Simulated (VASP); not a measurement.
**HfZrSe4: relaxation of cell and atoms with PBE**

HfZrSe4:

```
Zr Hf Se
1.0
     0.00000    3.97984    3.97984
     3.97984    0.00000    3.97984
     3.97984    3.97984    0.00000
Zr Hf Se
1 1 4
Cartesian
  0.0000 0.0000 0.0000
  5.9698 5.9698 5.9698
  4.9740 4.9740 2.9857
  2.9857 4.9740 4.9740
  2.9857 2.9857 2.9857
  4.9740 2.9857 4.9740
```

```json
{
 "Program": "VASP 6.6.1",
 "Task": "relaxation of cell and atoms",
 "Functional": "PBE",
 "Potentials or basis": "VASP PAW PBE potentials, release 64 (Zr_sv, Hf_pv, Se)",
 "Cutoff": "600 eV",
 "k mesh": "8 × 8 × 8",
 "Occupations": "gaussian, width 0.1 eV",
 "Spin": "no spin polarisation",
 "Dipole correction": "no",
 "Further INCAR settings": "ALGO = Normal; EDIFF = 1e-07; IBRION = 2; EDIFFG = -0.01; NSW = 100; ISIF = 3"
}
```

```json
{
  "Relaxed volume": "20.86 Å³/atom",
  "Relaxed cell": "a = 5.615 Å, b = 5.615 Å, c = 5.615 Å, α = 60.00°, β = 60.00°, γ = 60.00°",
  "Space group after relaxing (to 0.05 Å)": "F-43m (No. 216)",
  "Energy gained by relaxing": "0.3 meV/atom",
  "Ionic steps": "3",
  "Pressure after relaxing": "0.0 GPa",
  "Largest force after relaxing": "0.005 eV/Å",
  "Band gap on the k mesh": "zero (band 23 reaches 7.89 eV, above the bottom of band 24 at 6.89 eV)"
}
```

Forces on the atoms (eV/Å):
```
Zr   0.000  0.000  0.000
Hf   0.000  0.000  0.000
Se   0.003  0.003 -0.003
Se  -0.003  0.003  0.003
Se  -0.003 -0.003 -0.003
Se   0.003 -0.003  0.003
```

Step by step:
```csv
step,energy change (eV),largest force (eV/Å),pressure (GPa),volume (Å³)
1,0.0000,0.0155,-0.55,126.07
2,-0.0012,0.0002,0.28,124.75
3,-0.0016,0.0053,0.01,125.18
```

Final structure:
```xyz
6
Lattice="0.0000 3.9704 3.9704 3.9704 0.0000 3.9704 3.9704 3.9704 0.0000" Properties=species:S:1:pos:R:3 pbc="T T T"
Zr    0.0000    0.0000    0.0000
Hf    5.9556    5.9556    5.9556
Se    4.9624    4.9624    2.9783
Se    2.9783    4.9624    4.9624
Se    2.9783    2.9783    2.9783
Se    4.9624    2.9783    4.9624
```

Levels at points of the mesh, in eV from the Fermi level:
```tsv
k point	band 19	band 20	band 21	band 22	band 23	band 24	band 25	band 26	band 27
(0.00, 0.00, 0.00)	-0.24	-0.24	-0.24	0.73	0.73	0.73	1.81	1.81	1.81
(0.50, 0.00, 0.00)	-3.49	-3.04	-1.70	0.48	0.59	0.59	0.71	0.71	0.83
(0.50, 0.50, 0.00)	-3.48	-3.25	-3.25	-0.58	-0.58	0.60	0.70	1.09	1.31
```

Run time: 4 min on 1 thread of Intel(R) Xeon(R) Platinum 8488C (Sapphire Rapids) (shared host), peak memory 0.42 GiB.

Caveat: spin-orbit coupling is left out, which moves the levels of the heavy elements.
